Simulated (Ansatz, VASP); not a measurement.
WSe2: VASP beside Ansatz

```xyz
6
Lattice="3.2855 0.0000 0.0000 -1.6427 2.8453 0.0000 0.0000 0.0000 24.2386" Properties=species:S:1:pos:R:3 pbc="T T T"
Se    0.0000    1.8969    4.5000
Se    0.0000    1.8969    7.8693
Se   -0.5476    2.8453   10.9793
Se   -0.5476    2.8453   14.3486
W     1.6427    0.9484    6.1847
W     1.0952    1.8969   12.6640
```

Alike in both runs: task single point; functional PBE; dispersion D3(BJ); k mesh 9 × 9 × 1; occupations gaussian, width 0.05 eV; no spin polarisation.

|  | VASP | Ansatz |
| --- | --- | --- |
| version | VASP 6.6.1 | Ansatz 0.2.0 |
| potentials or method | VASP PAW PBE potentials, release 64 (Se, W_sv), cutoff 520 eV | scalar-relativistic, plane waves, PAW |
| valence electrons in the cell | 52 | 92 |

|  | VASP | Ansatz | Ansatz less VASP |
| --- | --- | --- | --- |
| gap on the k mesh at the Fermi level (eV) | 1.36 | 1.37 | +0.004 |
| least direct gap on the mesh (eV) | 1.64 | 1.64 | +0.004 |
| rms of the force components (eV/Å) | 0.063 | 0.073 | +0.0102 |

VASP's potentials hold 52 valence electrons a cell and Ansatz's 92, so a difference there can come from the potentials and not from the codes.

Spin-orbit coupling is off throughout.
